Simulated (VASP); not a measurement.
# OSi in VASP: single point with AM05

Aim: the single point of OSi with AM05.

All numbers are computed with VASP 6.6.1; they aren't measurements. Logs are shortened: lines on timing, memory, paths and dates and some standing lists are left out, and cuts for length are marked.

## (1) The cell of the first run

The cell holds a molecule in a box, 2 atoms: a = 11.000 Å, b = 10.000 Å, c = 10.000 Å, α = 90.00°, β = 90.00°, γ = 90.00°.

## (2) Single point, AM05

Input file POSCAR:

```
SiO
1.0
   11.0000000000      0.0000000000      0.0000000000
    0.0000000000     10.0000000000      0.0000000000
    0.0000000000      0.0000000000     10.0000000000
O Si
1 1
Direct
    0.4429363600      0.5252500000      0.4710000000
    0.5594272700      0.4789500000      0.5358000000
```

Input file INCAR.step1:

```
SYSTEM = SiO
  ISMEAR = 0
  SIGMA = 0.03
  LWAVE = .TRUE.
  LCHARG = .TRUE.
  ISIF = 0
  NELM = 100
  ALGO = Normal
  PREC = Accurate
  LASPH = .TRUE.
  LREAL = .FALSE.
  EDIFF = 1E-5
  GGA_COMPAT = .FALSE.
  ENCUT = 520
  EFERMI = MIDGAP
  NELMDL = -8
  GGA = PE
```

Input file INCAR.step2:

```
SYSTEM = SiO
  GGA = AM
  ISMEAR = 0
  SIGMA = 0.03
  LWAVE = .FALSE.
  LCHARG = .FALSE.
  ISIF = 0
  NELM = 100
  ALGO = All
  PREC = Accurate
  LASPH = .TRUE.
  LREAL = .FALSE.
  EDIFF = 1E-6
  GGA_COMPAT = .FALSE.
  ENCUT = 520
  EFERMI = MIDGAP
  NELMDL = -8
  ISTART = 1
  ISEARCH = 1
```

Input file KPOINTS:

```
k-points
0
Gamma
  1 1 1
```

Potentials or basis: VASP PAW PBE potentials, release 64 (O, Si).

Started as:

```
$ cat potpaw_PBE.64/O/POTCAR potpaw_PBE.64/Si/POTCAR > POTCAR
$ cp INCAR.step1 INCAR
$ mpirun -np 1 vasp_gam > vasp.out
$ cp INCAR.step2 INCAR
$ mpirun -np 1 vasp_gam > vasp.out
```

OUTCAR:

```text
SYSTEM = SiO
   GGA = AM
   ISMEAR = 0
   ISIF = 0
   NELM = 100
   PREC = Accurate
   LASPH = .TRUE.
   LREAL = .FALSE.
   EDIFF = 1E-6
   ENCUT = 520
   EFERMI = MIDGAP
   NELMDL = -8
   ISTART = 1

 Found      1 irreducible k-points:

 Following reciprocal coordinates:
            Coordinates               Weight
  0.000000  0.000000  0.000000      1.000000
   k-points           NKPTS =      1   k-points in BZ     NKDIM =      1   number of bands    NBANDS=      9
   number of dos      NEDOS =    301   number of ions     NIONS =      2
   total plane-waves  NPLWV = 537600
   dimension x,y,z NGX =    84 NGY =   80 NGZ =   80
   dimension x,y,z NGXF=   168 NGYF=  160 NGZF=  160
   ions per type =               1   1
   NGX,Y,Z   is equivalent  to a cutoff of  12.70, 13.30, 13.30 a.u.
   NGXF,Y,Z  is equivalent  to a cutoff of  25.39, 26.60, 26.60 a.u.
 SYSTEM =  SiO
   PREC   = accura    normal or accurate (medium, high low for compatibility)
   ISTART =      1    job   : 0-new  1-cont  2-samecut
   ICHARG =      0    charge: 1-file 2-atom 10-const
   ISPIN  =      1    spin polarized calculation?
   LNONCOLLINEAR =      F non collinear calculations
   LSORBIT =      F    spin-orbit coupling
   LASPH  =      T    aspherical Exc in radial PAW
   ENCUT  =  520.0 eV  38.22 Ry    6.18 a.u.  20.45 18.59 18.59*2*pi/ulx,y,z
   NELM   =    100;   NELMIN=  2; NELMDL= -8     # of ELM steps
   EDIFF  = 0.1E-05   stopping-criterion for ELM
   LREAL  =      F    real-space projection
   EDIFFG = 0.1E-04   stopping-criterion for IOM
   NSW    =      0    number of steps for IOM
   IBRION =     -1    ionic relax: 0-MD 1-quasi-New 2-CG
   NFREE  =      0    steps in history (QN), initial steepest desc. (CG)
   ISIF   =      0    stress and relaxation
   ISYM   =      2    0-nonsym 1-usesym 2-fastsym
   POTIM  = 0.5000    time-step for ionic-motion
   TEBEG  =    0.0;   TEEND  =   0.0 temperature during run

   SCALEE = 1.0000    scale energy and forces
   PSTRESS=    0.0 pullay stress
   NELECT =      10.0000    total number of electrons
   NUPDOWN=      -1.0000    fix difference up-down
   EMIN   =  10.00;   EMAX   =-10.00  energy-range for DOS
   EFERMI =   0.00;   METHOD = MIDGAP
   ISMEAR =     0;   SIGMA  =   0.03  broadening in eV -4-tet -1-fermi 0-gaus
   EFERMI_NEDOS =   21; number of points for ismear=-14 and -15
   IALGO  =     58    algorithm
   IMIX   =      4    mixing-type and parameters
     AMIX     =   0.40;   BMIX     =  1.00
     AMIX_MAG =   1.60;   BMIX_MAG =  1.00
  volume/ion in A,a.u.               =     550.00      3711.58
  Fermi-wavevector in a.u.,A,eV,Ry     =   0.341673  0.645668  1.588350  0.116740
  Thomas-Fermi vector in A             =   1.246405
   LORBIT       =      0    0 simple, 1 ext, 2 COOP (PROOUT), +10 PAW based schemes
   GGA     = AM    functional components
   LHFCALC =     F    Hartree Fock is set to
   AEXX    =    0.0000 exact exchange contribution
   IVDW    =     0    specifies the selected vdW correction
   LEPSILON=     F    determine dielectric tensor
   LRPA    =     F    only Hartree local field effects (RPA)

   CSHIFT  =0.1000    complex shift for real part using Kramers Kronig

   OMEGAMAX=  -1.0    maximum frequency
 non-spin polarized calculation
 Gauss-broadening in eV      SIGMA  =   0.03
  energy-cutoff  :      520.00
  volume of cell :     1100.00
 maximum number of plane-waves:     14859
 NGX is ok and might be reduce to    84
   NGX = 41   NGY = 37   NGZ = 37

 number of electron      10.0000000 magnetization

 number of electron       9.9999998 magnetization

 Free energy of the ion-electron system (eV)
  ---------------------------------------------------
  ext. energy  EPLUGINS =         0.00000000
  ---------------------------------------------------
  free energy    TOTEN  =       -11.45427847 eV

  energy without entropy =      -11.45427847  energy(sigma->0) =      -11.45427847

 E-fermi :  -4.9454     XC(G=0):  -1.7846

 val. band max:       -7.1353636485   @ k =   0.0000   0.0000   0.0000
 cond. band min:      -2.8486864226   @ k =   0.0000   0.0000   0.0000
 fundamental gap:      4.2866772259
 Fermi energy:        -4.9454126593

 k-point     1 :       0.0000    0.0000    0.0000
  band No.  band energies     occupation
      1     -23.0471      2.00000
      2     -10.3605      2.00000
      3      -7.8279      2.00000
      4      -7.8278      2.00000
      5      -7.1354      2.00000
      6      -2.8487      0.00000
      7      -2.5583      0.00000
      8      -2.5577      0.00000
      9      -0.5623      0.00000

------------------------ aborting loop because EDIFF is reached ----------------------------------------

 VOLUME and BASIS-vectors are now :
 -----------------------------------------------------------------------------
  energy-cutoff  :      520.00
  volume of cell :     1100.00
      direct lattice vectors                 reciprocal lattice vectors
    11.000000000  0.000000000  0.000000000     0.090909091  0.000000000  0.000000000
     0.000000000 10.000000000  0.000000000     0.000000000  0.100000000  0.000000000
     0.000000000  0.000000000 10.000000000     0.000000000  0.000000000  0.100000000

 POSITION                                       TOTAL-FORCE (eV/Angst)
 -----------------------------------------------------------------------------------
      4.87230      5.25250      4.71000        -0.820825      0.299561     -0.419293
      6.15370      4.78950      5.35800         0.820825     -0.299561      0.419293
 -----------------------------------------------------------------------------------
    total drift:                               -0.000843      0.000708     -0.001204

  FREE ENERGIE OF THE ION-ELECTRON SYSTEM (eV)
  ---------------------------------------------------
  free  energy   TOTEN  =       -11.4542784689 eV

  energy  without entropy=      -11.4542784689  energy(sigma->0) =      -11.45427847
```

Wall time 12 min (1 thread of AMD EPYC 7R43 (Zen 3), shared host); peak memory 0.78 GiB.

Results:

- Free energy: -11.4543 eV
- Largest force: 0.969 eV/Å
- Gap between the frontier levels: 4.29 eV

Forces in eV/Å, atoms in the order of the input:
```
O   -0.821  0.300 -0.419
Si   0.821 -0.300  0.419
```

Caveat: the PAW data sets were made with another functional, which shifts forces and pressure a little.
